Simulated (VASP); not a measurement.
# Sb (Fm-3m) in VASP: a series of runs, part 3 of 3

VASP 6.6.1.

## 4. Electric field gradients, PBEsol (volume scaled by 1.02)

File INCAR:

```
PREC = Accurate
ENCUT = 520
EDIFF = 1E-8
ISMEAR = -1
SIGMA = 0.05
LREAL = False
LASPH = True
NELM = 60
ALGO = Normal
ISIF = 2
LWAVE = False
LCHARG = False
GGA = PS
LEFG = True
NBANDS = 8
```

File KPOINTS:

```
regular mesh
0
Gamma
  12 12 12
```

File POSCAR:

```
Sb
1.0
    0.0000000000      2.3202653455      2.3202653455
    2.3202653455      0.0000000000      2.3202653455
    2.3202653455      2.3202653455      0.0000000000
Sb
1
Direct
    0.0000000000      0.0000000000      0.0000000000
```

Potentials or basis: VASP PAW PBE potentials, release 64 (Sb).

Command:

```bash
$ cat potpaw_PBE.64/Sb/POTCAR > POTCAR
$ mpirun -np 1 vasp_std > vasp.out
```

OUTCAR:

```text
PREC = Accurate
   ENCUT = 520
   EDIFF = 1E-8
   ISMEAR = -1
   LREAL = False
   LASPH = True
   NELM = 60
   ISIF = 2
   GGA = PS

 ion  position               nearest neighbor table
   1  0.000  0.000  0.000-

  LATTYP: Found a face centered cubic cell.
 ALAT       =     4.6405306910

  Lattice vectors:

 A1 = (   0.0000000000,   2.3202653455,   2.3202653455)
 A2 = (   2.3202653455,   0.0000000000,   2.3202653455)
 A3 = (   2.3202653455,   2.3202653455,   0.0000000000)

Analysis of symmetry for initial positions (statically):
=====================================================================
 Subroutine PRICEL returns:
 Original cell was already a primitive cell.

 Routine SETGRP: Setting up the symmetry group for a
 face centered cubic supercell.

 Subroutine GETGRP returns: Found 48 space group operations
 (whereof 48 operations were pure point group operations)
 out of a pool of 48 trial point group operations.

The static configuration has the point symmetry O_h .

Analysis of symmetry for dynamics (positions and initial velocities):
=====================================================================
 Subroutine PRICEL returns:
 Original cell was already a primitive cell.

 Routine SETGRP: Setting up the symmetry group for a
 face centered cubic supercell.

 Subroutine GETGRP returns: Found 48 space group operations
 (whereof 48 operations were pure point group operations)
 out of a pool of 48 trial point group operations.

The dynamic configuration has the point symmetry O_h .

 Subroutine INISYM returns: Found 48 space group operations
 (whereof 48 operations are pure point group operations),
 and found     1 'primitive' translations

----------------------------------------------------------------------------------------

                                     Primitive cell

  volume of cell :      24.9829

  direct lattice vectors                    reciprocal lattice vectors
     0.000000000  2.320265346  2.320265346    -0.215492595  0.215492595  0.215492595
     2.320265346  0.000000000  2.320265346     0.215492595 -0.215492595  0.215492595
     2.320265346  2.320265346  0.000000000     0.215492595  0.215492595 -0.215492595

  length of vectors
     3.281350720  3.281350720  3.281350720     0.373244123  0.373244123  0.373244123

  position of ions in fractional coordinates (direct lattice)
     0.000000000  0.000000000  0.000000000

  ion indices of the primitive-cell ions
   primitive index   ion index
                 1           1

----------------------------------------------------------------------------------------

 KPOINTS: regular mesh

Automatic generation of k-mesh.
[... 62 lines left out ...]
   LSORBIT =      F    spin-orbit coupling
   LASPH  =      T    aspherical Exc in radial PAW
   ENCUT  =  520.0 eV  38.22 Ry    6.18 a.u.   6.10  6.10  6.10*2*pi/ulx,y,z
   NELM   =     60;   NELMIN=  2; NELMDL= -5     # of ELM steps
   EDIFF  = 0.1E-07   stopping-criterion for ELM
   LREAL  =      F    real-space projection
   EDIFFG = 0.1E-06   stopping-criterion for IOM
   NSW    =      0    number of steps for IOM
   IBRION =     -1    ionic relax: 0-MD 1-quasi-New 2-CG
   NFREE  =      0    steps in history (QN), initial steepest desc. (CG)
   ISIF   =      2    stress and relaxation
   ISYM   =      2    0-nonsym 1-usesym 2-fastsym
   POTIM  = 0.5000    time-step for ionic-motion
   TEBEG  =    0.0;   TEEND  =   0.0 temperature during run
   PSTRESS=    0.0 pullay stress
   NELECT =       5.0000    total number of electrons
   NUPDOWN=      -1.0000    fix difference up-down
   EMIN   =  10.00;   EMAX   =-10.00  energy-range for DOS
   EFERMI =   0.00;   METHOD = LEGACY
   ISMEAR =    -1;   SIGMA  =   0.05  broadening in eV -4-tet -1-fermi 0-gaus
   EFERMI_NEDOS =   21; number of points for ismear=-14 and -15
   IALGO  =     38    algorithm
   IMIX   =      4    mixing-type and parameters
     AMIX     =   0.40;   BMIX     =  1.00
     AMIX_MAG =   1.60;   BMIX_MAG =  1.00
  volume/ion in A,a.u.               =      24.98       168.59
  Fermi-wavevector in a.u.,A,eV,Ry     =   0.957599  1.809600 12.476495  0.916997
  Thomas-Fermi vector in A             =   2.086632
   LORBIT       =      0    0 simple, 1 ext, 2 COOP (PROOUT), +10 PAW based schemes
   GGA     = PS    functional components
   LHFCALC =     F    Hartree Fock is set to
   AEXX    =    0.0000 exact exchange contribution
   IVDW    =     0    specifies the selected vdW correction
   LEPSILON=     F    determine dielectric tensor
   LRPA    =     F    only Hartree local field effects (RPA)
 non-spin polarized calculation
  energy-cutoff  :      520.00
  volume of cell :       24.98
 maximum number of plane-waves:       692
   NGX = 13   NGY = 13   NGZ = 13

 number of electron       5.0000000 magnetization

 Free energy of the ion-electron system (eV)
  ---------------------------------------------------
  ext. energy  EPLUGINS =         0.00000000
  ---------------------------------------------------
  free energy    TOTEN  =        -4.28368533 eV

  energy without entropy =       -4.27675983  energy(sigma->0) =       -4.28022258

 E-fermi :   9.4356     XC(G=0): -10.6607

 val. band max:        9.3692147396   @ k =   0.5000   0.4167   0.0833
 cond. band min:       9.4399510998   @ k =  -0.1667   0.1667   0.0000
 fundamental gap:      0.0707363603
 Fermi energy:         9.4355697004

 k-point     1 :       0.0000    0.0000    0.0000
  band No.  band energies     occupation
      1      -4.1643      2.00000
      2      15.2690      0.00000
      3      15.2690      0.00000
      4      15.2690      0.00000
      5      19.6287      0.00000
      6      19.6315      0.00000
      7      19.6315      0.00000
      8      19.6315      0.00000
[... 243 lines left out ...]
 k-point    24 :      -0.4167    0.1667    0.0000
  band No.  band energies     occupation
      1       0.3853      2.00000
      2       3.7419      2.00000
      3       9.9479      0.00007
      4      12.4738      0.00000
      5      16.2385      0.00000
      6      20.3707      0.00000
      7      20.6343      0.00000
      8      23.7544      0.00000

 [... further k-points ...]
[... 5 lines left out ...]
  --------------------------------------------------------------------------------------
  -------------------------------------------------------------------------------------
  Total        0.5516804      0.5516804      0.5516804      0.0000000      0.0000000     -0.0000000
  in kB       35.3797834     35.3797834     35.3797834      0.0000000      0.0000000     -0.0000000
  external PRESSURE =      35.3797834 kB  Pullay stress =       0.0000000 kB

 VOLUME and BASIS-vectors are now :
 -----------------------------------------------------------------------------
  energy-cutoff  :      520.00
  volume of cell :       24.98
      direct lattice vectors                 reciprocal lattice vectors
     0.000000000  2.320265346  2.320265346    -0.215492595  0.215492595  0.215492595
     2.320265346  0.000000000  2.320265346     0.215492595 -0.215492595  0.215492595
     2.320265346  2.320265346  0.000000000     0.215492595  0.215492595 -0.215492595

 POSITION                                       TOTAL-FORCE (eV/Angst)
 -----------------------------------------------------------------------------------
      0.00000      0.00000      0.00000         0.000000      0.000000      0.000000
 -----------------------------------------------------------------------------------
    total drift:                                0.000000      0.000000      0.000000

  FREE ENERGIE OF THE ION-ELECTRON SYSTEM (eV)
  ---------------------------------------------------
  free  energy   TOTEN  =        -4.2836853312 eV

  energy  without entropy=       -4.2767598253  energy(sigma->0) =       -4.28022258

 Electric field gradients (V/A^2)
---------------------------------------------------------------------
 ion       V_xx      V_yy      V_zz      V_xy      V_xz      V_yz
---------------------------------------------------------------------
   1      -0.000     0.000     0.000    -0.000    -0.000    -0.000
---------------------------------------------------------------------

 Electric field gradients after diagonalization (V/A^2)
 (convention: |V_zz| > |V_xx| > |V_yy|)
----------------------------------------------------------------------
 ion       V_xx      V_yy      V_zz     asymmetry (V_yy - V_xx)/ V_zz
----------------------------------------------------------------------
   1       0.000     0.000    -0.000       0.000
----------------------------------------------------------------------

           NMR quadrupolar parameters

 Cq : quadrupolar parameter    Cq=e*Q*V_zz/h
 eta: asymmetry parameters     (V_yy - V_xx)/ V_zz
 Q  : nuclear electric quadrupole moment in mb (millibarn)
----------------------------------------------------------------------
 ion       Cq(MHz)       eta       Q (mb)
----------------------------------------------------------------------
   1      -0.000       0.000       1.000
----------------------------------------------------------------------
```

OSZICAR:

```text
N       E                     dE             d eps       ncg     rms          rms(c)
DAV:   1     0.440143576301E+01    0.44014E+01   -0.16860E+03  1152   0.412E+02
DAV:   2    -0.420250834115E+01   -0.86039E+01   -0.81847E+01  1632   0.525E+01
DAV:   3    -0.429080648765E+01   -0.88298E-01   -0.87923E-01  1376   0.597E+00
DAV:   4    -0.429100553857E+01   -0.19905E-03   -0.19905E-03  1848   0.343E-01
DAV:   5    -0.429100595200E+01   -0.41343E-06   -0.41359E-06  1440   0.934E-03    0.188E+00
DAV:   6    -0.428635732493E+01    0.46486E-02   -0.16228E-03  1472   0.191E-01    0.108E+00
DAV:   7    -0.428369370776E+01    0.26636E-02   -0.33610E-03  1320   0.275E-01    0.344E-02
DAV:   8    -0.428368585414E+01    0.78536E-05   -0.32198E-05  1624   0.461E-02    0.712E-03
DAV:   9    -0.428368572871E+01    0.12543E-06   -0.38547E-07  1640   0.459E-03    0.116E-03
DAV:  10    -0.428368545416E+01    0.27454E-06   -0.68133E-08  1536   0.137E-03    0.154E-03
DAV:  11    -0.428368533877E+01    0.11539E-06   -0.80528E-10  1456   0.237E-04    0.268E-04
DAV:  12    -0.428368533116E+01    0.76117E-08   -0.88078E-11   880   0.522E-05
   1 F= -.42836853E+01 E0= -.42802226E+01  d E =-.692551E-02
```

stdout:

```text
POSCAR found type information on POSCAR Sb
 POSCAR found :  1 types and       1 ions
 scaLAPACK will be used
 -----------------------------------------------------------------------------
|                                                                             |
|                                                                             |
|     You enforced a specific xc type in the INCAR file but a different       |
|     I HOPE YOU KNOW WHAT YOU ARE DOING!                                     |
|                                                                             |
 -----------------------------------------------------------------------------

 LDA part: xc-table for (Slater+PW92), standard interpolation
 POSCAR, INCAR and KPOINTS ok, starting setup
 FFT: planning ... GRIDC
 FFT: planning ... GRID_SOFT
 FFT: planning ... GRID
 WAVECAR not read
 entering main loop
ion   1
```

Run time: 7.2 s. Hardware: 1 thread of Intel Xeon Platinum 8259CL at 2.50GHz (Skylake/Cascade Lake), shared host; peak memory 0.14 GiB.

Results:

```yaml
Free_energy: -4.2837 eV
Pressure: 3.5 GPa
```

Levels at points of the mesh, in eV from the Fermi level:
```tsv
k point	band 1	band 2	band 3	band 4	band 5	band 6	band 7
(0.00, 0.00, 0.00)	-13.60	5.83	5.83	5.83	10.19	10.20	10.20
(0.50, 0.00, 0.00)	-9.41	-6.37	3.95	3.95	8.64	9.27	9.27
(0.50, 0.50, 0.00)	-7.57	-5.40	0.34	0.34	4.16	4.54	18.07
```

Caveat: without QUAD_EFG the Cq values of the log hold for a quadrupole moment of 1 mb, not for the nuclei; the PAW data sets were made with another functional, which shifts forces and pressure a little; spin-orbit coupling is left out, which moves the levels of the heavy elements.
